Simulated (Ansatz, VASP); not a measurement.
Ti: VASP beside Ansatz

File INCAR:

```
SYSTEM = Ti
PREC = Accurate
ENCUT = 600
EDIFF = 1E-6
ISMEAR = -1
SIGMA = 0.05
LREAL = .FALSE.
LASPH = .TRUE.
NELM = 100
ALGO = Normal
ISIF = 3
LWAVE = .FALSE.
LCHARG = .FALSE.
GGA = B5
ALDAX = 1.0
AGGAX = 1.0
AGGAC = 1.0
ALDAC = 0.0
IVDW = 12
VDW_S6 = 1.0
VDW_S8 = 2.6996
VDW_A1 = 0.4298
VDW_A2 = 4.2359
IBRION = 2
NSW = 60
EDIFFG = -0.01
```

Contents of KPOINTS:

```
regular mesh
0
G
  10 10 6
  0 0 0
```

Contents of POSCAR:

```
Ti
1.0
    2.9500000000      0.0000000000      0.0000000000
   -1.4750000000      2.5547749412      0.0000000000
    0.0000000000      0.0000000000      4.6800000000
Ti
2
Direct
    0.6666666667      0.3333333333      0.7500000000
    0.3333333333      0.6666666667      0.2500000000
```

File input.yaml:

```yaml
crystal:
  lattice:
    - [2.95, 0.0, 0.0]
    - [-1.475, 2.5547749412, 0.0]
    - [0.0, 0.0, 4.68]
  atoms:
    - { symbol: Ti, position: [0.6666666667, 0.3333333333, 0.75] }
    - { symbol: Ti, position: [0.3333333333, 0.6666666667, 0.25] }
hamiltonian:
  xc: blyp
  pseudopotentials: { kind: paw }
  dispersion: d3bj
kpoints:
  mp_grid: { grid: [10, 10, 6] }
scf:
  occupations: { method: fermi_dirac, width: 0.05 }
output:
  forces: true
  stress: true
relax:
  f_tol: 0.01
  max_steps: 40
  cell: { stress_tol: 0.05 }
```

Alike in both runs: task relaxation of cell and atoms; functional BLYP; dispersion D3(BJ); k mesh 10 × 10 × 6; occupations fermi-dirac, width 0.05 eV; no spin polarisation.

```csv
,VASP,Ansatz
version,VASP 6.6.1,Ansatz 0.2.0
potentials or method,"VASP PAW PBE potentials, release 64 (Ti_sv)",Ansatz PAW
plane-wave cutoff (eV),600,420
valence electrons in the cell,24,24
```

VASP gave:

| Property | Result |
| --- | --- |
| relaxed volume (Å³/atom) | 15.60 |
| relaxed cell length with the largest relative difference (Å) | 2.834 |

Q: Estimate Ansatz's values.

A: Relaxed volume (Å³/atom): 15.62; relaxed cell length with the largest relative difference (Å): 2.835.

VASP's potentials were made for PBE, not for BLYP.

Noted on Ansatz's run: the plane-wave basis is chosen anew once the cell has moved, so the energies of steps on either side of that aren't comparable.
